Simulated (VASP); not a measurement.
Set up this calculation in VASP 6.6.1, as the native input.

- Task: single point
- Functional: PBE
- Potentials or basis: VASP PAW PBE potentials, release 64 (In_d, P)
- Cutoff: 520 eV
- k mesh: 14 × 14 × 14
- Occupations: fermi-dirac, width 0.15 eV
- Spin: no spin polarisation
- Dipole correction: no
- Further INCAR settings: ALGO = Normal; EDIFF = 1e-06; NBANDS = 16

The structure of InP lies in POSCAR:

```
InP
1.0
    0.0000000000      2.7903396512      2.7903396512
    2.7903396512      0.0000000000      2.7903396512
    2.7903396512      2.7903396512      0.0000000000
In P
1 1
Direct
    0.0000000000      0.0000000000      0.0000000000
    0.5000000000      0.5000000000      0.5000000000
```

The input as run:

INCAR

```
PREC = Accurate ; ENCUT = 520
EDIFF = 1E-6 ; ISMEAR = -1
SIGMA = 0.15 ; LREAL = False
LASPH = True ; NELM = 100
ALGO = Normal ; ISIF = 2
LWAVE = False ; LCHARG = False
GGA = PE ; NBANDS = 16
```

KPOINTS

```
Automatic mesh
0
Gamma
  14 14 14
```

Potentials or basis: VASP PAW PBE potentials, release 64 (In_d, P).

Command:

```console
$ cat potpaw_PBE.64/In_d/POTCAR potpaw_PBE.64/P/POTCAR > POTCAR
$ mpirun -np 1 vasp_std > vasp.out
```

It gave:

The pressure is -1.4 GPa and the band gap on the k mesh is zero (bands 9 and 10 overlap by 2.55 eV).

Caveat: spin-orbit coupling is left out, which moves the levels of the heavy elements.

It took 72 s on 1 thread of Intel Xeon 8259CL, with other jobs on the host, peak memory 0.22 GiB.
